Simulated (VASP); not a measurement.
Wanted: the native input for a VASP 6.6.1 run.

* Task: single point
* Functional: PBE
* Potentials or basis: VASP PAW PBE potentials, release 64 (Hg, Te)
* Cutoff: 500 eV
* k mesh: 4 × 4 × 4
* Occupations: methfessel-paxton, width 0.1 eV
* Spin: no spin polarisation
* Dipole correction: no
* Further INCAR settings: ALGO = Normal; EDIFF = 1e-06; NBANDS = 16

The structure of HgTe lies in POSCAR:

```
HgTe
1.0
    0.0000000000      3.0771170000      3.0771170000
    3.0771170000      0.0000000000      3.0771170000
    3.0771170000      3.0771170000      0.0000000000
Hg Te
1 1
Direct
   -0.0081244880      0.0081244880      0.0081244880
    0.5000000000      0.5000000000      0.5000000000
```

One way to write it, as run:

INCAR

```
  PREC = Accurate
  ENCUT = 500
  EDIFF = 1E-6
  ISMEAR = 1
  SIGMA = 0.1
  LREAL = F
  LASPH = T
  NELM = 120
  ALGO = Normal
  ISIF = 2
  LWAVE = F
  LCHARG = F
  GGA = PE
  NBANDS = 16
  GGA_COMPAT = F
```

KPOINTS

```
regular mesh
0
Gamma
  4 4 4
```

Potentials or basis: VASP PAW PBE potentials, release 64 (Hg, Te).

Command:

```console
$ cat potpaw_PBE.64/Hg/POTCAR potpaw_PBE.64/Te/POTCAR > POTCAR
$ mpirun -np 1 vasp_std > vasp.out
```

It gave:

```yaml
Pressure: 1.2 GPa
Largest_force: 0.033 eV/Å
Band_gap_on_the_k_mesh: zero (bands 9 and 10 overlap by 2.42 eV)
```

Caveat: the k points lie up to 0.44 Å⁻¹ apart, too coarse for converged energies and pressures of a metal; spin-orbit coupling is left out, which moves the levels of the heavy elements.

It took 7.4 s on 1 thread of Intel(R) Xeon(R) 6975P-C (Granite Rapids), with other jobs on the host, peak memory 0.17 GiB.
